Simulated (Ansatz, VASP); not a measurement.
**Sc3C in VASP and in Ansatz**

```
Sc C
1.0
     8.41948    0.00000    0.00000
    -4.20974    7.29148    0.00000
     0.00000    0.00000    3.03225
Sc C
6 2
Direct
  0.78202 0.56405 0.25000
  0.21798 0.78202 0.75000
  0.43595 0.21798 0.25000
  0.21798 0.43595 0.75000
  0.78202 0.21798 0.25000
  0.56405 0.78202 0.75000
  0.33333 0.66667 0.25000
  0.66667 0.33333 0.75000
```

Alike in both runs: functional PBE; k mesh 3 × 3 × 4; occupations gaussian, width 0.1 eV; no spin polarisation.

Ansatz relaxed the structure, and its values are those at the end. VASP's run is a single point on that final structure, the one shown.

```csv
,VASP,Ansatz
version,VASP 6.6.1,Ansatz 0.2.0
potentials or method,"VASP PAW PBE potentials, release 64 (Sc_sv, C), cutoff 520 eV","scalar-relativistic, plane waves, PAW"
valence electrons in the cell,74,74
```

Ansatz gave:

```
gap on the k mesh at the Fermi level (eV) : none
pressure (GPa)                            : 0.2
rms of the force components (eV/Å)        : 0.000
```

Task: Which values does VASP return?

Result: gap on the k mesh at the Fermi level (eV): none; pressure (GPa): 0.5; rms of the force components (eV/Å): 0.026.

A gap of «none» marks a metal or a gap that the smearing closes.

The k mesh is coarse, so the values compare programs but aren't converged.
